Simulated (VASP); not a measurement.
# Rb (I4/mmm) in VASP: a series of runs, part 2 of 2

VASP 6.6.1. The steps go on from the part before.

**3. Single point, PBE+D3(BJ), non-collinear spin, zero start, spin-orbit coupling**

This run uses another cell than the first one, of 99.17 Å³/atom.

Contents of INCAR:

```
SYSTEM = Rb
  PREC = Accurate
  ENCUT = 520
  EDIFF = 1E-6
  ISMEAR = -1
  SIGMA = 0.05
  LREAL = .FALSE.
  LASPH = .TRUE.
  NELM = 150
  ALGO = Fast
  ISIF = 2
  LWAVE = .FALSE.
  LCHARG = .FALSE.
  LNONCOLLINEAR = .TRUE.
  MAGMOM = 0 0 0
  LORBIT = 11
  LSORBIT = .TRUE.
  GGA_COMPAT = .FALSE.
  LORBMOM = .TRUE.
  GGA = PE
  IVDW = 12
  NBANDS = 20
```

Contents of KPOINTS:

```
regular mesh
0
G
  7 7 7
  0 0 0
```

Contents of POSCAR:

```
Rb
1.0
   -2.9933914762      2.9933914762      2.7667814902
    2.9933914762     -2.9933914762      2.7667814902
    2.9933914762      2.9933914762     -2.7667814902
Rb
1
Direct
    0.0000000000      0.0000000000      0.0000000000
```

Potentials or basis: VASP PAW PBE potentials, release 64 (Rb_sv).

Launch:

```console
$ cat potpaw_PBE.64/Rb_sv/POTCAR > POTCAR
$ mpirun -np 1 vasp_ncl > vasp.out
```

OUTCAR:

```text
SYSTEM = Rb
   PREC = Accurate
   ENCUT = 520
   EDIFF = 1E-6
   ISMEAR = -1
   LREAL = .FALSE.
   LASPH = .TRUE.
   NELM = 150
   ISIF = 2
   LNONCOLLINEAR = .TRUE.
   LORBIT = 11
   LSORBIT = .TRUE.
   GGA = PE
   IVDW = 12
 IVDW          = 12

 ion  position               nearest neighbor table
   1  0.000  0.000  0.000-

  LATTYP: Found a body centered tetragonal cell.
 ALAT       =     5.9867829524
 C/A-ratio  =     0.9242965754

  Lattice vectors:

 A1 = (  -2.9933914762,   2.9933914762,   2.7667814902)
 A2 = (   2.9933914762,  -2.9933914762,   2.7667814902)
 A3 = (   2.9933914762,   2.9933914762,  -2.7667814902)

Analysis of symmetry for initial positions (statically):
=====================================================================
 Subroutine PRICEL returns:
 Original cell was already a primitive cell.

 Routine SETGRP: Setting up the symmetry group for a
 body centered tetragonal supercell.

 Subroutine GETGRP returns: Found 16 space group operations
 (whereof 16 operations were pure point group operations)
 out of a pool of 16 trial point group operations.

The static configuration has the point symmetry D_4h.

Analysis of symmetry for dynamics (positions and initial velocities):
=====================================================================
 Subroutine PRICEL returns:
 Original cell was already a primitive cell.

 Routine SETGRP: Setting up the symmetry group for a
 body centered tetragonal supercell.

 Subroutine GETGRP returns: Found 16 space group operations
 (whereof 16 operations were pure point group operations)
 out of a pool of 16 trial point group operations.

The dynamic configuration has the point symmetry D_4h.

Analysis of structural, dynamic, and magnetic symmetry:
=====================================================================
[... 730 lines left out ...]
  -------------------------------------------------------------------------------------
  Total      -0.21271    -0.21271    -0.23627     0.00000     0.00000     0.00000
  in kB      -3.43659    -3.43659    -3.81730     0.00000     0.00000     0.00000
  external pressure =       -3.56 kB  Pullay stress =        0.00 kB

 VOLUME and BASIS-vectors are now :
 -----------------------------------------------------------------------------
  energy-cutoff  :      520.00
  volume of cell :       99.17
      direct lattice vectors                 reciprocal lattice vectors
    -2.993391476  2.993391476  2.766781490     0.000000000  0.167034617  0.180715391
     2.993391476 -2.993391476  2.766781490     0.167034617  0.000000000  0.180715391
     2.993391476  2.993391476 -2.766781490     0.167034617  0.167034617  0.000000000

 POSITION                                       TOTAL-FORCE (eV/Angst)
 -----------------------------------------------------------------------------------
      0.00000      0.00000      0.00000         0.000000      0.000000     -0.000000
 -----------------------------------------------------------------------------------
    total drift:                               -0.000000     -0.000000     -0.000000

  FREE ENERGIE OF THE ION-ELECTRON SYSTEM (eV)
  ---------------------------------------------------
  free  energy   TOTEN  =        -1.0571514247 eV

  energy  without entropy=       -1.0499972924  energy(sigma->0) =       -1.05357436

 orbital moment (x)

 # of ion     p       d       tot
 ----------------------------------------
  1         0.000  -0.000   0.000
 ----------------------------------------
            0.000  -0.000   0.000

 orbital moment (y)

 # of ion     p       d       tot
 ----------------------------------------
  1        -0.000   0.000  -0.000
 ----------------------------------------
           -0.000   0.000  -0.000

 orbital moment (z)

 # of ion     p       d       tot
 ----------------------------------------
  1         0.000   0.000   0.000
 ----------------------------------------
            0.000   0.000   0.000

 Spin-Orbit-Coupling matrix elements

 Ion:    1  E_soc:     -0.0530146
 l=   1
     0.0000000    -0.0088359    -0.0088353
    -0.0088359     0.0000000    -0.0088359
    -0.0088353    -0.0088359     0.0000000
 l=   2
     0.0000000     0.0000000     0.0000000     0.0000000    -0.0000000
     0.0000000     0.0000000    -0.0000001    -0.0000000    -0.0000000
     0.0000000    -0.0000001     0.0000000    -0.0000001     0.0000000
     0.0000000    -0.0000000    -0.0000001     0.0000000    -0.0000000
    -0.0000000    -0.0000000     0.0000000    -0.0000000     0.0000000
 l=   3
     0.0000000     0.0000000     0.0000000     0.0000000     0.0000000     0.0000000     0.0000000
     0.0000000     0.0000000     0.0000000     0.0000000     0.0000000     0.0000000     0.0000000
     0.0000000     0.0000000     0.0000000     0.0000000     0.0000000     0.0000000     0.0000000
     0.0000000     0.0000000     0.0000000     0.0000000     0.0000000     0.0000000     0.0000000
     0.0000000     0.0000000     0.0000000     0.0000000     0.0000000     0.0000000     0.0000000
     0.0000000     0.0000000     0.0000000     0.0000000     0.0000000     0.0000000     0.0000000
     0.0000000     0.0000000     0.0000000     0.0000000     0.0000000     0.0000000     0.0000000

 total charge

# of ion       s       p       d       tot
------------------------------------------
    1        1.962   5.322   0.004   7.289

 magnetization (x)

# of ion       s       p       d       tot
------------------------------------------
    1        0.000   0.000  -0.000   0.000

 magnetization (y)

# of ion       s       p       d       tot
------------------------------------------
    1        0.000  -0.000   0.000   0.000

 magnetization (z)

# of ion       s       p       d       tot
------------------------------------------
    1       -0.000   0.000  -0.000  -0.000
```

OSZICAR:

```text
N       E                     dE             d eps       ncg     rms          rms(c)
DAV:   1     0.540510009427E+02    0.54051E+02   -0.32134E+03  1600   0.686E+02
DAV:   2     0.477423311326E+01   -0.49277E+02   -0.47491E+02  1984   0.147E+02
DAV:   3    -0.520389745092E+00   -0.52946E+01   -0.52734E+01  2284   0.449E+01
DAV:   4    -0.957230074407E+00   -0.43684E+00   -0.43657E+00  2544   0.934E+00
DAV:   5    -0.961783300537E+00   -0.45532E-02   -0.45527E-02  2120   0.911E-01    0.184E+00
RMM:   6    -0.962593500960E+00   -0.81020E-03   -0.16948E-03  1813   0.272E-01    0.111E+00
RMM:   7    -0.963088774132E+00   -0.49527E-03   -0.88804E-04  2126   0.177E-01    0.627E-01
RMM:   8    -0.963746322941E+00   -0.65755E-03   -0.11003E-03  1962   0.206E-01    0.338E-02
RMM:   9    -0.963834390231E+00   -0.88067E-04   -0.13329E-04  2285   0.676E-02    0.230E-02
RMM:  10    -0.963846652913E+00   -0.12263E-04   -0.29316E-05  2413   0.341E-02    0.663E-03
RMM:  11    -0.963847730283E+00   -0.10774E-05   -0.86100E-06  2537   0.132E-02    0.370E-03
RMM:  12    -0.963847741935E+00   -0.11652E-07   -0.25967E-06  2290   0.639E-03
   1 F= -.10571514E+01 E0= -.10535744E+01  d E =-.715413E-02  mag=    -0.0000     0.0000     0.0000
```

Run time: 2.1 min. Hardware: 1 thread of Intel Xeon 6975P-C (Granite Rapids), shared host; peak memory 0.53 GiB.

Results:

```yaml
Free_energy: -1.0572 eV
Pressure: -0.4 GPa
Net_moment: 0.00 μB per cell
Valence_electrons_inside_the_program's_atomic_spheres: Rb 7.29
Dispersion_energy_per_atom: -0.093 eV
```

Moments on the atoms (μB; x, y, z):
```
Rb  0.00 0.00 0.00
```

Caveat: three body term missing.

**4. Single point, PBE0+D3(BJ), non-collinear spin, zero start, spin-orbit coupling**

This run uses another cell than the first one, of 95.35 Å³/atom.

Contents of POSCAR:

```
Rb
1.0
   -2.9545118600      2.9545118600      2.7308451950
    2.9545118600     -2.9545118600      2.7308451950
    2.9545118600      2.9545118600     -2.7308451950
Rb
1
Direct
    0.0000000000      0.0000000000      0.0000000000
```

Contents of INCAR.step1:

```
PREC = Accurate
ENCUT = 400
EDIFF = 1E-5
ISMEAR = -1
SIGMA = 0.01
LREAL = F
LASPH = T
NELM = 200
ALGO = Normal
ISIF = 2
LWAVE = T
MAGMOM = 0 0 0
LORBIT = 11
LSORBIT = T
GGA_COMPAT = F
LORBMOM = T
GGA = PE
NBANDS = 20
```

Contents of INCAR.step2:

```
PREC = Accurate
ENCUT = 400
EDIFF = 1E-6
ISMEAR = -1
SIGMA = 0.01
LREAL = F
LASPH = T
NELM = 200
ALGO = Normal
ISIF = 2
LWAVE = F
LCHARG = T
MAGMOM = 0 0 0
LORBIT = 11
LSORBIT = T
GGA_COMPAT = F
LORBMOM = T
GGA = PE
LHFCALC = T
AEXX = 0.25
PRECFOCK = Normal
IVDW = 12
LVHAR = T
ISTART = 1
NBANDS = 20
```

Contents of KPOINTS:

```
Automatic mesh
0
Gamma
  4 4 4
```

Launch:

```console
$ cat potpaw_PBE.64/Rb_sv/POTCAR > POTCAR
$ cp INCAR.step1 INCAR
$ mpirun -np 1 vasp_ncl > vasp.out
$ cp INCAR.step2 INCAR
$ mpirun -np 1 vasp_ncl > vasp.out
```

Wall time 30 min (1 thread of AMD EPYC 7R43 (Zen 3), shared host); peak memory 0.36 GiB.

It converged, with:

| Item | Value |
| --- | --- |
| Free energy | -1.2515 eV |
| Pressure | -0.2 GPa |
| Net moment | 0.00 μB per cell |
| Valence electrons inside the program's atomic spheres | Rb 7.36 |
| Dispersion energy per atom | -0.119 eV |

Stress tensor (GPa, compression positive):
```
-0.07  0.00  0.00
 0.00 -0.07  0.00
 0.00  0.00 -0.44
```

Moments on the atoms (μB; x, y, z):
```
Rb  0.00 0.00 0.00
```

Caveat: the k points lie up to 0.39 Å⁻¹ apart; the PAW data sets were made with another functional, which shifts forces and pressure a little.

**5. Single point, BLYP+D3(BJ) (119.19 Å³/atom)**

This run uses another cell than the first one, of 119.19 Å³/atom.

Contents of INCAR:

```
AGGAC = 1.0 ; AGGAX = 1.0
ALDAC = 0.0 ; ALDAX = 1.0
ALGO = Normal ; EDIFF = 1E-6
ENCUT = 500 ; GGA = B5
GGA_COMPAT = F ; ISIF = 2
ISMEAR = -5 ; IVDW = 12
LASPH = T ; LCHARG = F
LREAL = F ; LWAVE = F
NBANDS = 10 ; NELM = 120
PREC = Accurate ; SIGMA = 0.1
VDW_A1 = 0.4298 ; VDW_A2 = 4.2359
VDW_S6 = 1.0 ; VDW_S8 = 2.6996
```

Contents of KPOINTS:

```
k-points
0
Gamma
  7 7 7
```

Contents of POSCAR:

```
Rb
1.0
   -3.1826514250      3.1826514250      2.9417138100
    3.1826514250     -3.1826514250      2.9417138100
    3.1826514250      3.1826514250     -2.9417138100
Rb
1
Direct
    0.0000000000      0.0000000000      0.0000000000
```

Launch:

```console
$ cat potpaw_PBE.64/Rb_sv/POTCAR > POTCAR
$ mpirun -np 1 vasp_std > vasp.out
```

Run time: 19 s. Hardware: 1 thread of Intel Xeon 6975P-C (Granite Rapids), shared host; peak memory 0.25 GiB.

Results (log left out):

* Free energy: -0.7709 eV
* Pressure: -0.6 GPa
* Band gap on the k mesh: zero (an odd number of electrons rules out a gap without spin polarisation)
* Dispersion energy per atom: -0.197 eV

Levels at points of the mesh, in eV from the Fermi level:
```csv
k point,band 1,band 2,band 3,band 4,band 5,band 6,band 7,band 8,band 9,band 10
"(0.00, 0.00, 0.00)",-29.18,-13.29,-13.29,-13.29,-1.66,2.97,3.30,3.30,3.75,4.19
```

Caveat: three body term missing; the PAW data sets were made with another functional, which shifts forces and pressure a little; tetrahedron occupations give inexact forces and stress in metals.

**6. The runs side by side**

```csv
level,spin,cell,k mesh,cutoff (eV),smearing,grid for exact exchange (PRECFOCK),share of exact exchange,pressure (GPa),moment (μB)
PBE+D3(BJ),"non-collinear, zero start, SOC","a = 5.025 Å, angles 107.4, 107.4, 113.7°, 1 atom",7 × 7 × 7,520,fermi-dirac 0.05 eV,-,-,-0.3,0.00
PBE+D3(BJ),"non-collinear, zero start, SOC","a = 5.057 Å, angles 107.4, 107.4, 113.7°, 1 atom",7 × 7 × 7,520,fermi-dirac 0.05 eV,-,-,-0.4,0.00
PBE0+D3(BJ),"non-collinear, zero start, SOC","a = 4.992 Å, angles 107.4, 107.4, 113.7°, 1 atom",4 × 4 × 4,400,fermi-dirac 0.01 eV,Normal,0.25,-0.2,0.00
BLYP+D3(BJ),off,"a = 5.377 Å, angles 107.4, 107.4, 113.7°, 1 atom",7 × 7 × 7,500,tetrahedron,-,-,-0.6,-
```

Alike in all rows: task single point; potentials or basis VASP PAW PBE potentials, release 64 (Rb_sv).

Caveats: some runs use coarse meshes; three body term missing (at least some runs); the PAW data sets were made with another functional, which shifts forces and pressure a little (at least some runs); tetrahedron occupations give inexact forces and stress in metals (at least some runs).

Absolute energies hang on the potentials; compare differences alone.
